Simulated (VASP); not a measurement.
# NiO2 (P-3m1) in VASP: further runs

The runs below take NiO2 through relaxation of shape and atoms at fixed volume, single point, with PBEsol.

Everything below comes from runs of VASP 6.6.1. Logs are shortened: lines on timing, memory, paths and dates and some standing lists are left out, and cuts for length are marked.

## (1) The cell of the first run

Symmetry: P-3m1, No. 164, trigonal system. Conventional cell: a = 2.812 Å, b = 2.812 Å, c = 4.927 Å, α = 90.00°, β = 90.00°, γ = 120.00°. Within 2.5 Å of Ni (site symmetry -3m) lie 6 O at 1.88 Å. O (site symmetry 3m) has 3 Ni at 1.88 Å and 3 O at 2.49 Å within 2.5 Å.

## (2) Relaxation of shape and atoms at fixed volume, PBEsol (volume scaled by 1.03)

Input file INCAR:

```
PREC = Accurate
ENCUT = 600
EDIFF = 1E-6
ISMEAR = 0
SIGMA = 0.02
LREAL = F
LASPH = T
NELM = 100
ALGO = Normal
ISIF = 4
LWAVE = F
LCHARG = F
GGA = PS
IBRION = 2
NSW = 50
EDIFFG = -0.01
```

Input file KPOINTS:

```
Automatic mesh
0
Gamma
  12 12 6
```

Input file POSCAR:

```
NiO2
1.0
    2.8120971100      0.0000000000      0.0000000000
   -1.4060485550      2.4353475352      0.0000000000
    0.0000000000      0.0000000000      4.9272231939
Ni O
1 2
Direct
    0.0000000000      0.0000000000      0.5000000000
    0.6666666667      0.3333333333      0.6912080179
    0.3333333333      0.6666666667      0.3087919821
```

Potentials or basis: VASP PAW PBE potentials, release 64 (Ni, O).

Launch:

```bash
> cat potpaw_PBE.64/Ni/POTCAR potpaw_PBE.64/O/POTCAR > POTCAR
> mpirun -np 1 vasp_std > vasp.out
```

OUTCAR:

```text
PREC = Accurate
   ENCUT = 600
   EDIFF = 1E-6
   ISMEAR = 0
   LREAL = F
   LASPH = T
   NELM = 100
   ISIF = 4
   GGA = PS
   IBRION = 2
   NSW = 50
   EDIFFG = -0.01

 ion  position               nearest neighbor table
   1  0.000  0.000  0.500-   2 1.88   3 1.88   2 1.88   3 1.88   2 1.88   3 1.88
   2  0.667  0.333  0.691-   1 1.88   1 1.88   1 1.88
   3  0.333  0.667  0.309-   1 1.88   1 1.88   1 1.88

  LATTYP: Found a hexagonal cell.
 ALAT       =     2.8120971100
 C/A-ratio  =     1.7521525755

  Lattice vectors:

 A1 = (   2.8120971100,   0.0000000000,   0.0000000000)
 A2 = (  -1.4060485550,   2.4353475352,   0.0000000000)
 A3 = (   0.0000000000,   0.0000000000,   4.9272231939)

Analysis of symmetry for initial positions (statically):
=====================================================================
 Subroutine PRICEL returns:
 Original cell was already a primitive cell.

 Routine SETGRP: Setting up the symmetry group for a
 hexagonal supercell.

 Subroutine GETGRP returns: Found 12 space group operations
 (whereof 12 operations were pure point group operations)
 out of a pool of 24 trial point group operations.

The static configuration has the point symmetry D_3d.

Analysis of symmetry for dynamics (positions and initial velocities):
=====================================================================
 Subroutine PRICEL returns:
 Original cell was already a primitive cell.

 Routine SETGRP: Setting up the symmetry group for a
 hexagonal supercell.

 Subroutine GETGRP returns: Found 12 space group operations
 (whereof 12 operations were pure point group operations)
 out of a pool of 24 trial point group operations.

The dynamic configuration has the point symmetry D_3d.

 Subroutine INISYM returns: Found 12 space group operations
 (whereof 12 operations are pure point group operations),
 and found     1 'primitive' translations

----------------------------------------------------------------------------------------

                                     Primitive cell

  volume of cell :      33.7438

  direct lattice vectors                    reciprocal lattice vectors
     2.812097110  0.000000000  0.000000000     0.355606496  0.205309506  0.000000000
    -1.406048555  2.435347535  0.000000000     0.000000000  0.410619013  0.000000000
     0.000000000  0.000000000  4.927223194     0.000000000  0.000000000  0.202954070

[... 101 lines left out ...]
   EFERMI_NEDOS =   21; number of points for ismear=-14 and -15
   IALGO  =     38    algorithm
   IMIX   =      4    mixing-type and parameters
     AMIX     =   0.40;   BMIX     =  1.00
     AMIX_MAG =   1.60;   BMIX_MAG =  1.00
  volume/ion in A,a.u.               =      11.25        75.90
  Fermi-wavevector in a.u.,A,eV,Ry     =   1.419552  2.682564 27.417469  2.015127
  Thomas-Fermi vector in A             =   2.540560
   LORBIT       =      0    0 simple, 1 ext, 2 COOP (PROOUT), +10 PAW based schemes
   GGA     = PS    functional components
   LHFCALC =     F    Hartree Fock is set to
   AEXX    =    0.0000 exact exchange contribution
   IVDW    =     0    specifies the selected vdW correction
   LEPSILON=     F    determine dielectric tensor
   LRPA    =     F    only Hartree local field effects (RPA)
 conjugate gradient relaxation of ions
 non-spin polarized calculation
 Gauss-broadening in eV      SIGMA  =   0.02
  energy-cutoff  :      600.00
  volume of cell :       33.74
 maximum number of plane-waves:      1148
 NGX is ok and might be reduce to    24
   NGX = 11   NGY = 11   NGZ = 19

--------------------------------------- Ionic step        1  -------------------------------------------

 number of electron      22.0000007 magnetization

 Free energy of the ion-electron system (eV)
  ---------------------------------------------------
  ext. energy  EPLUGINS =         0.00000000
  ---------------------------------------------------
  free energy    TOTEN  =       -18.75254354 eV

  energy without entropy =      -18.75254354  energy(sigma->0) =      -18.75254354

------------------------ aborting loop because EDIFF is reached ----------------------------------------

  FORCE on cell =-STRESS in cart. coord.  units (eV):
  Direction    XX          YY          ZZ          XY          YZ          ZX
  --------------------------------------------------------------------------------------
  -------------------------------------------------------------------------------------
  Total       -1.1582888     -1.1582888     -0.7229361      0.0000000      0.0000000      0.0000000
  in kB      -54.9963621    -54.9963621    -34.3255115      0.0000000      0.0000000      0.0000000
  external PRESSURE =     -48.1060785 kB  Pullay stress =       0.0000000 kB
[... 135 lines left out ...]
--------------------------------------- Ionic step        5  -------------------------------------------

 number of electron      22.0000000 magnetization

 Free energy of the ion-electron system (eV)
  ---------------------------------------------------
  ext. energy  EPLUGINS =         0.00000000
  ---------------------------------------------------
  free energy    TOTEN  =       -18.76456855 eV

  energy without entropy =      -18.76456855  energy(sigma->0) =      -18.76456855

 E-fermi :   1.9740     XC(G=0): -10.3797

 val. band max:        1.8224550892   @ k =   0.0833   0.0833   0.5000
 cond. band min:       2.8700414000   @ k =   0.2500  -0.0000   0.3333
 fundamental gap:      1.0475863108
 Fermi energy:         1.9739886590

 k-point     1 :       0.0000    0.0000    0.0000
  band No.  band energies     occupation
      1     -17.8030      2.00000
      2     -15.2950      2.00000
      3      -3.8259      2.00000
      4      -3.7870      2.00000
      5      -3.7870      2.00000
      6      -0.3094      2.00000
      7      -0.3094      2.00000
      8       0.7803      2.00000
      9       0.7803      2.00000
     10       0.8342      2.00000
     11       1.5378      2.00000
     12       4.1303      0.00000
     13       4.1303      0.00000
     14       9.3558      0.00000
[... 401 lines left out ...]
      2     -15.3366      2.00000
      3      -3.9315      2.00000
      4      -3.5649      2.00000
      5      -3.3633      2.00000
      6      -1.3969      2.00000
      7      -0.8637      2.00000
      8       0.4561      2.00000
      9       1.0680      2.00000
     10       1.0727      2.00000
     11       1.6529      2.00000
     12       3.3947      0.00000
     13       3.9740      0.00000
     14      10.6248      0.00000
     15      13.8447      0.00000

 [... further k-points ...]
[... 5 lines left out ...]
  --------------------------------------------------------------------------------------
  -------------------------------------------------------------------------------------
  Total       -0.0769921     -0.0769921     -0.0591252      0.0000000     -0.0000000      0.0000000
  in kB       -3.6556364     -3.6556364     -2.8073045      0.0000000     -0.0000000      0.0000000
  external PRESSURE =      -3.3728591 kB  Pullay stress =       0.0000000 kB
[... 18 lines left out ...]
  FREE ENERGIE OF THE ION-ELECTRON SYSTEM (eV)
  ---------------------------------------------------
  free  energy   TOTEN  =       -18.7645685541 eV

  energy  without entropy=      -18.7645685541  energy(sigma->0) =      -18.76456855

 reached required accuracy - stopping structural energy minimisation
```

OSZICAR:

```text
N       E                     dE             d eps       ncg     rms          rms(c)
DAV:   1     0.179473734362E+03    0.17947E+03   -0.13101E+04  3016   0.194E+03
DAV:   2    -0.978002982481E+01   -0.18925E+03   -0.17951E+03  3413   0.371E+02
DAV:   3    -0.262363869519E+02   -0.16456E+02   -0.16323E+02  3490   0.129E+02
[... 45 lines left out ...]
DAV:   4    -0.187645648168E+02    0.74599E-03   -0.23152E-03  4185   0.686E-01    0.427E-02
DAV:   5    -0.187645649245E+02   -0.10763E-06   -0.19479E-04  3506   0.173E-01    0.189E-02
DAV:   6    -0.187645666968E+02   -0.17723E-05   -0.97520E-06  3861   0.404E-02    0.103E-02
DAV:   7    -0.187645684404E+02   -0.17436E-05   -0.35356E-06  3531   0.250E-02    0.297E-03
DAV:   8    -0.187645685541E+02   -0.11374E-06   -0.62523E-07  3117   0.147E-02
   5 F= -.18764569E+02 E0= -.18764569E+02  d E =-.221750E-02
```

Run time: 3.9 min. Hardware: 1 thread of Intel Xeon 8259CL, shared host; peak memory 0.21 GiB.

Results:

- Free energy: -18.7646 eV
- Energy gained by relaxing: 4.0 meV/atom
- Ionic steps: 5
- Pressure after relaxing: -0.3 GPa
- Largest force after relaxing: 0.006 eV/Å
- Band gap on the k mesh: 1.05 eV, indirect (least direct gap 1.28 eV)

Forces in eV/Å, atoms in the order of the input:
```
Ni   0.000  0.000  0.000
O    0.000  0.000  0.006
O    0.000  0.000 -0.006
```

Stress tensor (GPa, compression positive):
```
-0.37  0.00  0.00
 0.00 -0.37  0.00
 0.00  0.00 -0.28
```

Step by step:
| step | energy change (eV) | largest force (eV/Å) | pressure (GPa) | volume (Å³) |
| --- | --- | --- | --- | --- |
| 1 | 0.0000 | 0.3448 | -4.81 | 33.74 |
| 2 | -0.0089 | 0.0662 | -2.35 | 33.74 |
| 3 | -0.0098 | 0.0605 | -1.17 | 33.74 |
| 4 | -0.0116 | 0.0286 | -0.67 | 33.74 |
| 5 | -0.0120 | 0.0063 | -0.34 | 33.74 |

Final structure:
```yaml
crystal:
  lattice:
    - [2.78883, 0.00000, 0.00000]
    - [-1.39442, 2.41520, 0.00000]
    - [0.00000, 0.00000, 5.00978]
  atoms:
    - { symbol: Ni, position: [0.00000, 0.00000, 0.50000] }
    - { symbol: O, position: [0.66667, 0.33333, 0.68639] }
    - { symbol: O, position: [0.33333, 0.66667, 0.31361] }
```

Levels at points of the mesh, in eV from the valence-band top:
```
           k point  band 7  band 8  band 9  band 10  band 11  band 12  band 13  band 14  band 15
(0.00, 0.00, 0.00)   -2.13   -1.04   -1.04    -0.99    -0.28     2.31     2.31     7.53    11.06
(0.50, 0.00, 0.00)   -2.77   -1.95   -1.74    -1.65    -1.00     1.64     2.22    12.46    13.36
(0.00, 0.00, 0.50)   -2.13   -1.76   -1.05    -1.05    -0.08     2.32     2.32     9.41     9.67
(0.50, 0.00, 0.50)   -2.75   -1.74   -1.66    -1.65    -1.05     1.64     2.19    11.85    12.84
```

Caveat: the cell differs from its parent crystal (volume scaled by 1.03); the PAW data sets were made with another functional, which shifts forces and pressure a little. Spin polarisation is off, so any magnetic state and its effect on volume and gap are missing.

## (3) Single point, PBEsol

This run uses another cell than the first one, of 10.92 Å³/atom, 0.971 times its volume.

Input file INCAR:

```
SYSTEM = NiO2
PREC = Accurate
ENCUT = 600
EDIFF = 1E-6
ISMEAR = 0
SIGMA = 0.05
LREAL = .FALSE.
LASPH = .TRUE.
NELM = 120
ALGO = Normal
ISIF = 2
LWAVE = .FALSE.
LCHARG = .FALSE.
GGA = PS
NBANDS = 22
GGA_COMPAT = .FALSE.
```

Input file KPOINTS:

```
Automatic mesh
0
G
  12 12 6
  0 0 0
```

Input file POSCAR:

```
NiO2
1.0
    2.7845257550      0.0000000000      0.0000000000
   -1.3922628775      2.4114700413      0.0000000000
    0.0000000000      0.0000000000      4.8789139732
Ni O
1 2
Direct
    0.0000000000      0.0000000000      0.5000000000
    0.6666666667      0.3333333333      0.6912080179
    0.3333333333      0.6666666667      0.3087919821
```

Potentials or basis: VASP PAW PBE potentials, release 64 (Ni_sv_GW, O).

Launch:

```bash
> cat potpaw_PBE.64/Ni_sv_GW/POTCAR potpaw_PBE.64/O/POTCAR > POTCAR
> mpirun -np 1 vasp_std > vasp.out
```

OUTCAR:

```text
SYSTEM = NiO2
   PREC = Accurate
   ENCUT = 600
   EDIFF = 1E-6
   ISMEAR = 0
   LREAL = .FALSE.
   LASPH = .TRUE.
   NELM = 120
   ISIF = 2
   GGA = PS

 ion  position               nearest neighbor table
   1  0.000  0.000  0.500-   2 1.86   3 1.86   3 1.86   2 1.86   2 1.86   3 1.86
   2  0.667  0.333  0.691-   1 1.86   1 1.86   1 1.86
   3  0.333  0.667  0.309-   1 1.86   1 1.86   1 1.86

  LATTYP: Found a hexagonal cell.
 ALAT       =     2.7845257550
 C/A-ratio  =     1.7521525755

  Lattice vectors:

[... 195 lines left out ...]
      6     -15.5212      2.00000
[... 589 lines left out ...]
     21      19.2438      0.00000
     22      21.5009      0.00000

 [... further k-points ...]
[... 5 lines left out ...]
  --------------------------------------------------------------------------------------
  -------------------------------------------------------------------------------------
  Total       -0.1641511     -0.1641511     -0.2759571      0.0000000      0.0000000     -0.0000000
  in kB       -8.0278288     -8.0278288    -13.4957134      0.0000000      0.0000000     -0.0000000
  external PRESSURE =      -9.8504570 kB  Pullay stress =       0.0000000 kB

 VOLUME and BASIS-vectors are now :
 -----------------------------------------------------------------------------
  energy-cutoff  :      600.00
  volume of cell :       32.76
      direct lattice vectors                 reciprocal lattice vectors
     2.784525755  0.000000000  0.000000000     0.359127581  0.207342406  0.000000000
    -1.392262878  2.411470041  0.000000000     0.000000000  0.414684812  0.000000000
     0.000000000  0.000000000  4.878913973     0.000000000  0.000000000  0.204963647

 POSITION                                       TOTAL-FORCE (eV/Angst)
 -----------------------------------------------------------------------------------
      0.00000      0.00000      2.43946         0.000000      0.000000     -0.000000
      1.39226      0.80382      3.37234         0.000000      0.000000      0.040218
     -0.00000      1.60765      1.50657        -0.000000     -0.000000     -0.040218
 -----------------------------------------------------------------------------------
    total drift:                               -0.000000      0.000000     -0.000000

  FREE ENERGIE OF THE ION-ELECTRON SYSTEM (eV)
  ---------------------------------------------------
  free  energy   TOTEN  =       -19.7770158238 eV

  energy  without entropy=      -19.7770158238  energy(sigma->0) =      -19.77701582
```

Run time: 37 s. Hardware: 1 thread of Intel Xeon 6975P-C (Granite Rapids), shared host; peak memory 0.24 GiB.

What came out:

| Quantity | Value |
| --- | --- |
| Free energy | -19.7770 eV |
| Pressure | -1.0 GPa |
| Largest force | 0.040 eV/Å |
| Band gap on the k mesh | 1.03 eV, indirect (least direct gap 1.27 eV) |

Forces on the atoms (eV/Å):
```
Ni   0.000  0.000  0.000
O    0.000  0.000  0.040
O    0.000  0.000 -0.040
```

Levels at points of the mesh, in eV from the valence-band top:
```tsv
k point	band 11	band 12	band 13	band 14	band 15	band 16	band 17	band 18	band 19	band 20
(0.00, 0.00, 0.00)	-2.16	-1.13	-1.13	-1.01	-0.32	2.31	2.31	7.54	10.99	13.88
(0.50, 0.00, 0.00)	-2.89	-2.08	-1.75	-1.66	-1.02	1.64	2.23	12.40	13.34	13.71
(0.00, 0.00, 0.50)	-2.16	-1.92	-1.15	-1.15	-0.08	2.33	2.33	9.52	9.70	13.03
(0.50, 0.00, 0.50)	-2.85	-1.75	-1.71	-1.68	-1.07	1.64	2.18	11.74	12.80	14.58
```

Caveat: the PAW data sets were made with another functional, which shifts forces and pressure a little. A hybrid or GW would open this gap; PBEsol tends to underestimate it.

## (4) Single point, PBEsol

This run uses another cell than the first one, of 10.92 Å³/atom, 0.971 times its volume.

Input file INCAR:

```
PREC = Accurate
ENCUT = 600
EDIFF = 1E-6
ISMEAR = 0
SIGMA = 0.05
LREAL = False
LASPH = True
NELM = 120
ALGO = Normal
ISIF = 2
LWAVE = False
LCHARG = False
GGA = PS
NBANDS = 22
GGA_COMPAT = False
```

Input file KPOINTS:

```
Automatic mesh
0
Gamma
  12 12 6
```

POSCAR is that of step 3.

Launch:

```bash
> cat potpaw_PBE.64/Ni_sv_GW/POTCAR potpaw_PBE.64/O/POTCAR > POTCAR
> mpirun -np 1 vasp_std > vasp.out
```

It took 70 s on 1 thread of AMD EPYC 9R45 (Zen 5), shared host; peak memory 0.21 GiB.

It converged, with:

| Item | Value |
| --- | --- |
| Free energy | -19.7770 eV |
| Pressure | -1.0 GPa |
| Largest force | 0.040 eV/Å |
| Band gap on the k mesh | 1.03 eV, indirect (least direct gap 1.27 eV) |

Forces on the atoms (eV/Å):
```
Ni   0.000  0.000  0.000
O    0.000  0.000  0.040
O    0.000  0.000 -0.040
```

Stress tensor (GPa, compression positive):
```
-0.80  0.00  0.00
 0.00 -0.80  0.00
 0.00  0.00 -1.35
```

Levels at points of the mesh, in eV from the valence-band top:
```csv
k point,band 11,band 12,band 13,band 14,band 15,band 16,band 17,band 18,band 19,band 20
"(0.00, 0.00, 0.00)",-2.16,-1.13,-1.13,-1.01,-0.32,2.31,2.31,7.54,10.99,13.88
"(0.50, 0.00, 0.00)",-2.89,-2.08,-1.75,-1.66,-1.02,1.64,2.23,12.40,13.34,13.71
"(0.00, 0.00, 0.50)",-2.16,-1.92,-1.15,-1.15,-0.08,2.33,2.33,9.52,9.70,13.03
"(0.50, 0.00, 0.50)",-2.85,-1.75,-1.71,-1.68,-1.07,1.64,2.18,11.74,12.80,14.58
```

Caveat: the PAW data sets were made with another functional, which shifts forces and pressure a little. A k mesh can miss the band edges.
